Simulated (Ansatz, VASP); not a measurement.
**Cr: VASP beside Ansatz**

```
Cr
1.0
     2.36923    0.00000    0.00000
    -1.18462    2.05182    0.00000
     0.00000    0.00000    4.22628
Cr
2
Direct
  0.33333 0.66667 0.25000
  0.66667 0.33333 0.75000
```

Alike in both runs: task single point; functional LDA; k mesh 17 × 17 × 8; occupations fermi-dirac, width 0.1 eV; no spin polarisation.

```csv
,VASP,Ansatz
version,VASP 6.6.1,Ansatz 0.2.0
potentials or method,"VASP PAW LDA potentials, release 64 (Cr_pv), cutoff 520 eV","plane waves (420 eV) with PAW, scalar-relativistic"
valence electrons in the cell,24,28
```

VASP gave:

* pressure (GPa): 27.4
* traceless stress, the component that is largest in VASP (GPa): -1.83

Problem. Estimate Ansatz's values.

Solution. Pressure (GPa): 27.1; traceless stress, the component that is largest in VASP (GPa): -1.68.

Ansatz warns that its potentials were made for another functional, while VASP's fit it. LDA's correlation is that of Perdew and Zunger in VASP and of Perdew and Wang (1992) in Ansatz. VASP's potentials hold 24 valence electrons a cell and Ansatz's 28, so a difference there can come from the potentials and not from the codes.
